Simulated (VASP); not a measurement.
# MgO (I4mm) in VASP: notebook

Runs on MgO. Level: LDA. Tasks: single point.

Program: VASP 6.6.1. These are calculated values, not measurements. Logs are shortened: lines on timing, memory, paths and dates and some standing lists are left out, and cuts for length are marked.

## Step 1: The cell of the first run

The structure is tetragonal, space group I4mm (No. 107). The conventional cell has a = 3.020 Å, b = 3.020 Å, c = 4.270 Å, α = 90.00°, β = 90.00°, γ = 90.00°. Mg (site symmetry 4mm) has 6 O at 2.09 to 2.19 Å within 2.8 Å. Within 2.8 Å of O (site symmetry 4mm) lie 6 Mg at 2.09 to 2.19 Å.

## Step 2: Single point, LDA (all O atoms moved -0.050 Å, as atom 2 along Cartesian [0 0 1])

INCAR

```
PREC = Accurate ; ENCUT = 750
EDIFF = 1E-6 ; ISMEAR = 0
SIGMA = 0.05 ; LREAL = False
LASPH = True ; NELM = 120
ALGO = Normal ; ISIF = 2
LWAVE = False ; LCHARG = True
LELF = True ; LVHAR = True
NBANDS = 15 ; GGA_COMPAT = False
```

KPOINTS

```
Automatic mesh
0
Gamma
  10 10 10
```

POSCAR

```
MgO
1.0
    0.0000000000      2.1351500000      2.1351500000
    2.1351500000      0.0000000000      2.1351500000
    2.1351500000      2.1351500000      0.0000000000
Mg O
1 1
Direct
    0.0000000000      0.0000000000      0.0000000000
    0.4882912208      0.4882912208      0.5117087792
```

Potentials or basis: VASP PAW LDA potentials, release 64 (Mg_sv, O).

On the command line:

```
$ cat potpaw_LDA.64/Mg_sv/POTCAR potpaw_LDA.64/O/POTCAR > POTCAR
$ mpirun -np 1 vasp_std > vasp.out
```

OUTCAR:

```text
PREC = Accurate
   ENCUT = 750
   EDIFF = 1E-6
   ISMEAR = 0
   LREAL = False
   LASPH = True
   NELM = 120
   ISIF = 2

 ion  position               nearest neighbor table
   1  0.000  0.000  0.000-   2 2.09
   2  0.488  0.488  0.512-   1 2.09

  LATTYP: Found a face centered cubic cell.
 ALAT       =     4.2703000000

  Lattice vectors:

 A1 = (   0.0000000000,   2.1351500000,   2.1351500000)
 A2 = (   2.1351500000,   0.0000000000,   2.1351500000)
 A3 = (   2.1351500000,   2.1351500000,   0.0000000000)

Analysis of symmetry for initial positions (statically):
=====================================================================
 Subroutine PRICEL returns:
 Original cell was already a primitive cell.

 Routine SETGRP: Setting up the symmetry group for a
 face centered cubic supercell.

 Subroutine GETGRP returns: Found  8 space group operations
 (whereof  8 operations were pure point group operations)
 out of a pool of 48 trial point group operations.

The static configuration has the point symmetry C_4v.

Analysis of symmetry for dynamics (positions and initial velocities):
=====================================================================
 Subroutine PRICEL returns:
 Original cell was already a primitive cell.

 Routine SETGRP: Setting up the symmetry group for a
 face centered cubic supercell.

 Subroutine GETGRP returns: Found  8 space group operations
 (whereof  8 operations were pure point group operations)
 out of a pool of 48 trial point group operations.

The dynamic configuration has the point symmetry C_4v.

 Subroutine INISYM returns: Found  8 space group operations
 (whereof  8 operations are pure point group operations),
 and found     1 'primitive' translations

----------------------------------------------------------------------------------------

                                     Primitive cell

  volume of cell :      19.4677

  direct lattice vectors                    reciprocal lattice vectors
     0.000000000  2.135150000  2.135150000    -0.234175585  0.234175585  0.234175585
     2.135150000  0.000000000  2.135150000     0.234175585 -0.234175585  0.234175585
     2.135150000  2.135150000  0.000000000     0.234175585  0.234175585 -0.234175585

  length of vectors
     3.019558088  3.019558088  3.019558088     0.405604011  0.405604011  0.405604011

  position of ions in fractional coordinates (direct lattice)
     0.000000000  0.000000000  0.000000000
     0.488291221  0.488291221  0.511708779

  ion indices of the primitive-cell ions
   primitive index   ion index
                 1           1
                 2           2

----------------------------------------------------------------------------------------

 KPOINTS: Automatic mesh

Automatic generation of k-mesh.
 Grid dimensions read from file:
 generate k-points for:   10   10   10

 Generating k-lattice:

  Cartesian coordinates                     Fractional coordinates (reciprocal lattice)
    -0.023417558  0.023417558  0.023417558     0.100000000  0.000000000  0.000000000
     0.023417558 -0.023417558  0.023417558     0.000000000  0.100000000  0.000000000
     0.023417558  0.023417558 -0.023417558     0.000000000  0.000000000  0.100000000

  Length of vectors
     0.040560401  0.040560401  0.040560401

  Shift w.r.t. Gamma in fractional coordinates (k-lattice)
     0.000000000  0.000000000  0.000000000

 Subroutine IBZKPT returns following result:
 ===========================================

 Found    102 irreducible k-points:

 Following reciprocal coordinates:
            Coordinates               Weight
  0.000000  0.000000  0.000000      1.000000
  0.100000  0.000000  0.000000      8.000000
  0.200000  0.000000  0.000000      8.000000
  0.300000  0.000000  0.000000      8.000000
  0.400000  0.000000  0.000000      8.000000
  0.500000  0.000000  0.000000      4.000000
[... 16 lines left out ...]
 -0.100000  0.100000  0.000000      4.000000
  0.000000 -0.100000  0.100000      8.000000
 [... further k-points ...]
   k-points           NKPTS =    102   k-points in BZ     NKDIM =    102   number of bands    NBANDS=     15
   number of dos      NEDOS =    301   number of ions     NIONS =      2
   total plane-waves  NPLWV =  21952
   dimension x,y,z NGX =    28 NGY =   28 NGZ =   28
   dimension x,y,z NGXF=    56 NGYF=   56 NGZF=   56
   ions per type =               1   1
   NGX,Y,Z   is equivalent  to a cutoff of  15.42, 15.42, 15.42 a.u.
   NGXF,Y,Z  is equivalent  to a cutoff of  30.83, 30.83, 30.83 a.u.
 SYSTEM =  unknown system
   PREC   = accura    normal or accurate (medium, high low for compatibility)
   ISTART =      0    job   : 0-new  1-cont  2-samecut
   ICHARG =      2    charge: 1-file 2-atom 10-const
   ISPIN  =      1    spin polarized calculation?
   LNONCOLLINEAR =      F non collinear calculations
   LSORBIT =      F    spin-orbit coupling
   LASPH  =      T    aspherical Exc in radial PAW
   ENCUT  =  750.0 eV  55.12 Ry    7.42 a.u.   6.74  6.74  6.74*2*pi/ulx,y,z
   NELM   =    120;   NELMIN=  2; NELMDL= -5     # of ELM steps
   EDIFF  = 0.1E-05   stopping-criterion for ELM
   LREAL  =      F    real-space projection
   EDIFFG = 0.1E-04   stopping-criterion for IOM
   NSW    =      0    number of steps for IOM
   IBRION =     -1    ionic relax: 0-MD 1-quasi-New 2-CG
   NFREE  =      0    steps in history (QN), initial steepest desc. (CG)
   ISIF   =      2    stress and relaxation
   ISYM   =      2    0-nonsym 1-usesym 2-fastsym
   POTIM  = 0.5000    time-step for ionic-motion
   TEBEG  =    0.0;   TEEND  =   0.0 temperature during run
   PSTRESS=    0.0 pullay stress
   NELECT =      16.0000    total number of electrons
   NUPDOWN=      -1.0000    fix difference up-down
   EMIN   =  10.00;   EMAX   =-10.00  energy-range for DOS
   EFERMI =   0.00;   METHOD = LEGACY
   ISMEAR =     0;   SIGMA  =   0.05  broadening in eV -4-tet -1-fermi 0-gaus
   EFERMI_NEDOS =   21; number of points for ismear=-14 and -15
   IALGO  =     38    algorithm
   IMIX   =      4    mixing-type and parameters
     AMIX     =   0.40;   BMIX     =  1.00
     AMIX_MAG =   1.60;   BMIX_MAG =  1.00
  volume/ion in A,a.u.               =       9.73        65.69
  Fermi-wavevector in a.u.,A,eV,Ry     =   1.533474  2.897846 31.994681  2.351543
  Thomas-Fermi vector in A             =   2.640536
   LORBIT       =      0    0 simple, 1 ext, 2 COOP (PROOUT), +10 PAW based schemes
   GGA     = CA    functional components
   LHFCALC =     F    Hartree Fock is set to
   AEXX    =    0.0000 exact exchange contribution
   IVDW    =     0    specifies the selected vdW correction
   LEPSILON=     F    determine dielectric tensor
   LRPA    =     F    only Hartree local field effects (RPA)
 non-spin polarized calculation
 Gauss-broadening in eV      SIGMA  =   0.05
  energy-cutoff  :      750.00
  volume of cell :       19.47
 maximum number of plane-waves:       934
   NGX = 13   NGY = 13   NGZ = 13

 number of electron      15.9999997 magnetization

 Free energy of the ion-electron system (eV)
  ---------------------------------------------------
  ext. energy  EPLUGINS =         0.00000000
  ---------------------------------------------------
  free energy    TOTEN  =       -13.18233158 eV

  energy without entropy =      -13.18233158  energy(sigma->0) =      -13.18233158

 E-fermi :   2.5791     XC(G=0): -11.7209

 val. band max:        2.2876363768   @ k =   0.0000   0.0000   0.0000
 cond. band min:       6.5689309952   @ k =   0.0000   0.0000   0.0000
 fundamental gap:      4.2812946184
 Fermi energy:         2.5791058761

 k-point     1 :       0.0000    0.0000    0.0000
  band No.  band energies     occupation
      1     -69.1834      2.00000
      2     -36.6524      2.00000
      3     -36.6524      2.00000
      4     -36.6524      2.00000
      5     -14.4874      2.00000
      6       2.2841      2.00000
      7       2.2876      2.00000
      8       2.2876      2.00000
      9       6.5689      0.00000
     10      17.5984      0.00000
     11      17.6032      0.00000
     12      17.6032      0.00000
     13      21.5077      0.00000
     14      23.1031      0.00000
     15      23.1079      0.00000

 k-point     2 :       0.1000    0.0000    0.0000
  band No.  band energies     occupation
      1     -69.1828      2.00000
      2     -36.6600      2.00000
      3     -36.6535      2.00000
      4     -36.6535      2.00000
      5     -14.3825      2.00000
      6       1.6351      2.00000
      7       2.2219      2.00000
      8       2.2234      2.00000
      9       7.1970      0.00000
     10      16.3822      0.00000
     11      17.8240      0.00000
     12      17.8257      0.00000
     13      22.2947      0.00000
     14      22.3022      0.00000
     15      23.0512      0.00000

 k-point     3 :       0.2000    0.0000    0.0000
  band No.  band energies     occupation
      1     -69.1809      2.00000
      2     -36.6792      2.00000
      3     -36.6554      2.00000
      4     -36.6554      2.00000
      5     -14.0944      2.00000
      6       0.3411      2.00000
      7       2.0595      2.00000
      8       2.0610      2.00000
      9       8.3775      0.00000
     10      14.8740      0.00000
     11      18.2438      0.00000
     12      18.2469      0.00000
     13      21.5941      0.00000
     14      21.6062      0.00000
     15      23.6173      0.00000
[... 343 lines left out ...]
 k-point    23 :      -0.1000    0.1000    0.0000
  band No.  band energies     occupation
      1     -69.1817      2.00000
      2     -36.6693      2.00000
      3     -36.6576      2.00000
      4     -36.6535      2.00000
      5     -14.2176      2.00000
      6       0.9274      2.00000
      7       1.9647      2.00000
      8       2.1775      2.00000
      9       7.9862      0.00000
     10      15.3313      0.00000
     11      17.9117      0.00000
     12      18.2506      0.00000
     13      20.9178      0.00000
     14      22.4009      0.00000
     15      24.3930      0.00000

 k-point    24 :       0.0000   -0.1000    0.1000
  band No.  band energies     occupation
      1     -69.1817      2.00000
      2     -36.6693      2.00000
      3     -36.6576      2.00000
      4     -36.6535      2.00000
      5     -14.2176      2.00000
      6       0.9280      2.00000
      7       1.9655      2.00000
      8       2.1763      2.00000
      9       7.9843      0.00000
     10      15.3340      0.00000
     11      17.9083      0.00000
     12      18.2530      0.00000
     13      20.9325      0.00000
     14      22.3988      0.00000
     15      24.3725      0.00000

 [... further k-points ...]

------------------------ aborting loop because EDIFF is reached ----------------------------------------

  FORCE on cell =-STRESS in cart. coord.  units (eV):
  Direction    XX          YY          ZZ          XY          YZ          ZX
  --------------------------------------------------------------------------------------
  -------------------------------------------------------------------------------------
  Total       -1.4295426     -1.4295426     -1.3396089      0.0000000      0.0000000      0.0000000
  in kB     -117.6501560   -117.6501560   -110.2486923      0.0000000      0.0000000      0.0000000
  external PRESSURE =    -115.1830014 kB  Pullay stress =       0.0000000 kB

 VOLUME and BASIS-vectors are now :
 -----------------------------------------------------------------------------
  energy-cutoff  :      750.00
  volume of cell :       19.47
      direct lattice vectors                 reciprocal lattice vectors
     0.000000000  2.135150000  2.135150000    -0.234175585  0.234175585  0.234175585
     2.135150000  0.000000000  2.135150000     0.234175585 -0.234175585  0.234175585
     2.135150000  2.135150000  0.000000000     0.234175585  0.234175585 -0.234175585

 POSITION                                       TOTAL-FORCE (eV/Angst)
 -----------------------------------------------------------------------------------
      0.00000      0.00000      0.00000         0.000000      0.000000     -0.208063
      2.13515      2.13515      2.08515         0.000000      0.000000      0.208063
 -----------------------------------------------------------------------------------
    total drift:                                0.000000      0.000000      0.000313

  FREE ENERGIE OF THE ION-ELECTRON SYSTEM (eV)
  ---------------------------------------------------
  free  energy   TOTEN  =       -13.1823315759 eV

  energy  without entropy=      -13.1823315759  energy(sigma->0) =      -13.18233158
```

It took 40 s on 1 thread of Intel Xeon Platinum 8259CL at 2.50GHz (Skylake/Cascade Lake), shared host; peak memory 0.16 GiB.

Results:

* Free energy: -13.1823 eV
* Pressure: -11.5 GPa
* Largest force: 0.208 eV/Å
* Band gap on the k mesh: 4.28 eV

Forces on the atoms (eV/Å):
```
Mg   0.000  0.000 -0.208
O    0.000  0.000  0.208
```

Levels at points of the mesh, in eV from the valence-band top:
```csv
k point,band 4,band 5,band 6,band 7,band 8,band 9,band 10,band 11,band 12,band 13
"(0.00, 0.00, 0.00)",-38.94,-16.77,0.00,0.00,0.00,4.28,15.31,15.32,15.32,19.22
"(0.50, 0.00, 0.00)",-38.95,-15.51,-4.51,-0.62,-0.62,7.49,11.95,15.60,15.61,20.02
"(0.50, 0.50, 0.00)",-38.97,-15.29,-3.95,-1.31,-1.31,8.86,9.29,12.48,18.04,18.04
"(0.00, 0.50, 0.50)",-38.97,-15.28,-3.95,-1.31,-1.31,8.86,9.29,12.47,18.04,18.06
```

Caveat: the cell differs from its parent crystal (all O atoms moved -0.050 Å, as atom 2 along Cartesian [0 0 1]); the cell stands under tension.

## Step 3: Single point, LDA (all O atoms moved +0.013 Å, as atom 2 along Cartesian [0 0 1])

INCAR

```
SYSTEM = MgO
PREC     = Accurate       ! precision mode
ENCUT    = 750            ! plane-wave cutoff, eV
EDIFF    = 1E-6           ! SCF threshold, eV
ISMEAR   = 0              ! smearing method
SIGMA    = 0.05           ! smearing width, eV
LREAL    = .False.        ! projectors in reciprocal space
LASPH    = .True.         ! aspherical terms in the spheres
NELM     = 120            ! most SCF steps
ALGO     = Normal         ! electronic algorithm
ISIF     = 2              ! what is computed and relaxed
LWAVE    = .False.        ! write WAVECAR
LCHARG   = .False.        ! write CHGCAR
NBANDS   = 15             ! bands
GGA_COMPAT= .False.
```

KPOINTS

```
regular mesh
0
Gamma
  10 10 10
  0 0 0
```

POSCAR, as its differences from that of step 2:

```diff
@@ -9,2 +9,2 @@
     0.0000000000      0.0000000000      0.0000000000
-    0.4882912208      0.4882912208      0.5117087792
+    0.5029271948      0.5029271948      0.4970728052
```

Potentials or basis: VASP PAW LDA potentials, release 64 (Mg_sv, O).

On the command line:

```
$ cat potpaw_LDA.64/Mg_sv/POTCAR potpaw_LDA.64/O/POTCAR > POTCAR
$ mpirun -np 1 vasp_std > vasp.out
```

Run time: 18 s. Hardware: 1 thread of Intel Xeon 6975P-C (Granite Rapids), shared host; peak memory 0.17 GiB.

Results (log left out):

```
Free energy            : -13.1872 eV
Pressure               : -11.7 GPa
Largest force          : 0.051 eV/Å
Band gap on the k mesh : 4.28 eV
```

Forces on the atoms (eV/Å):
```
Mg   0.000  0.000  0.051
O    0.000  0.000 -0.051
```

Levels at points of the mesh, in eV from the valence-band top:
| k point | band 4 | band 5 | band 6 | band 7 | band 8 | band 9 | band 10 | band 11 | band 12 | band 13 |
| --- | --- | --- | --- | --- | --- | --- | --- | --- | --- | --- |
| (0.00, 0.00, 0.00) | -38.94 | -16.78 | 0.00 | 0.00 | 0.00 | 4.28 | 15.30 | 15.31 | 15.31 | 19.22 |
| (0.50, 0.00, 0.00) | -38.95 | -15.51 | -4.51 | -0.62 | -0.62 | 7.49 | 11.96 | 15.60 | 15.60 | 20.03 |
| (0.50, 0.50, 0.00) | -38.97 | -15.29 | -3.96 | -1.31 | -1.31 | 8.85 | 9.30 | 12.47 | 18.04 | 18.04 |
| (0.00, 0.50, 0.50) | -38.97 | -15.29 | -3.96 | -1.31 | -1.31 | 8.85 | 9.30 | 12.47 | 18.04 | 18.04 |

Caveat: the cell differs from its parent crystal (all O atoms moved +0.013 Å, as atom 2 along Cartesian [0 0 1]); the cell stands under tension.
